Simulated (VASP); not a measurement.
HfO2, 12 atoms in the cell. Symmetry: Pca2_1, No. 29, orthorhombic system. Conventional cell: a = 5.254 Å, b = 5.038 Å, c = 5.066 Å, α = 90.00°, β = 90.00°, γ = 90.00°. Within 2.7 Å of Hf (site symmetry 1) lie 7 O at 2.04 to 2.24 Å. Within 2.7 Å of O (site symmetry 1) lie 3 Hf at 2.04 to 2.15 Å and 1 O at 2.53 Å. O (site symmetry 1) has 4 Hf at 2.12 to 2.24 Å and 5 O at 2.53 to 2.66 Å within 2.8 Å. 

```yaml
Program: VASP 6.6.1
Task: single point
Functional: PBE
Dispersion: D3(BJ)
Potentials_or_basis: VASP PAW PBE potentials, release 64 (Hf_pv, O)
Cutoff: 520 eV
k_mesh: 5 × 6 × 5
Occupations: fermi-dirac, width 0.05 eV
Spin: no spin polarisation
Dipole_correction: no
Further_INCAR_settings: ALGO = Normal; EDIFF = 1e-07; NBANDS = 56
```

Potentials or basis: VASP PAW PBE potentials, release 64 (Hf_pv, O).

Run with:

```console
$ cat potpaw_PBE.64/Hf_pv/POTCAR potpaw_PBE.64/O/POTCAR > POTCAR
$ mpirun -np 1 vasp_std > vasp.out
```

Hardware: 1 thread of Intel Xeon 6975P-C, on a shared host.

Estimate the wall time of this run.

Wall time 5.6 min on 1 thread of Intel Xeon 6975P-C (shared host), peak memory 0.37 GiB. Counts: scf iterations 16, k points 36.
